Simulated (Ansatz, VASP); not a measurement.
# Two plane-wave programs on InSb

```xyz
2
Lattice="0.0000 3.0343 3.3827 2.8086 0.0000 3.3827 2.8086 3.0343 0.0000" Properties=species:S:1:pos:R:3 pbc="T T T"
In    0.0000    0.0000    0.0000
Sb    2.8086    3.0343    3.3827
```

Change from the starting cell: strain +e along x and -e along y -0.0367, strain +e along z and -e/2 along x and y +0.1000.

Alike in both runs: task single point; functional PBE; k mesh 12 × 12 × 12; occupations gaussian, width 0.15 eV; no spin polarisation.

```csv
,VASP,Ansatz
version,VASP 6.6.1,Ansatz 0.2.0
potentials or method,"VASP PAW PBE potentials, release 64 (In_d, Sb), cutoff 520 eV","scalar-relativistic, plane waves, PAW"
valence electrons in the cell,18,28
```

Ansatz gave:

| Quantity | Value |
| --- | --- |
| gap on the k mesh at the Fermi level (eV) | none |
| pressure (GPa) | 3.3 |
| traceless stress, the component that is largest in VASP (GPa) | 9.20 |

Task: Estimate VASP's values.

Result: gap on the k mesh at the Fermi level (eV): none; pressure (GPa): 3.2; traceless stress, the component that is largest in VASP (GPa): 9.18.

A gap of «none» marks a metal or a gap that the smearing closes. The functional is the same, so the differences come from potentials, cutoffs and numerics. VASP's potentials hold 18 valence electrons a cell and Ansatz's 28, so a difference there can come from the potentials and not from the codes.

Neither program's run includes spin-orbit coupling.
